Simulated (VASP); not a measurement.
A run of VASP 6.6.1 is set up as follows.

INCAR

```
  PREC = Accurate
  ENCUT = 600
  EDIFF = 1E-6
  ISMEAR = 0
  SIGMA = 0.1
  LREAL = F
  LASPH = T
  NELM = 200
  ALGO = Normal
  ISIF = 2
  LWAVE = F
  LCHARG = F
  GGA = PE
  NBANDS = 28
  GGA_COMPAT = F
  LMAXMIX = 6
```

File KPOINTS:

```
Automatic mesh
0
Gamma
  4 4 4
```

POSCAR

```
Ho3F2
1.0
    4.1431900100      0.0000000000      0.0000000000
    0.0000000000      5.0969052500      0.0000000000
    0.0000000000      0.0000000000      6.1444288400
Ho F
3 2
Direct
    0.0000000000      0.0000000000      0.5000000000
    0.5000000000      0.0000000000      0.0000000000
    0.0000000000      0.0000000000      0.0000000000
    0.5000000000      0.5000000000      0.5000000000
    0.5000000000      0.0000000000      0.5000000000
```

Potentials or basis: VASP PAW PBE potentials, release 64 (Ho_3, F), 4f in core.

Command:

```console
$ cat potpaw_PBE.64/Ho_3/POTCAR potpaw_PBE.64/F/POTCAR > POTCAR
$ mpirun -np 1 vasp_std > vasp.out
```

(1) Predict the pressure.

(2) Estimate the band gap on the k mesh.

Answers

(1) 23.8 GPa.

(2) zero (an odd number of electrons rules out a gap without spin polarisation).

Caveat: the k points lie up to 0.38 Å⁻¹ apart, too coarse for converged energies and pressures of a metal; atoms lie so close that the PAW spheres overlap strongly, which falsifies energies and pressures; spin-orbit coupling is left out, which moves the levels of the heavy elements; the 4f electrons are frozen in the core, so they carry no moment and show no levels; an odd number of electrons without spin polarisation forces a metal; a magnetic or distorted state may lie lower; the run has no spin polarisation, though such a crystal can be magnetic.
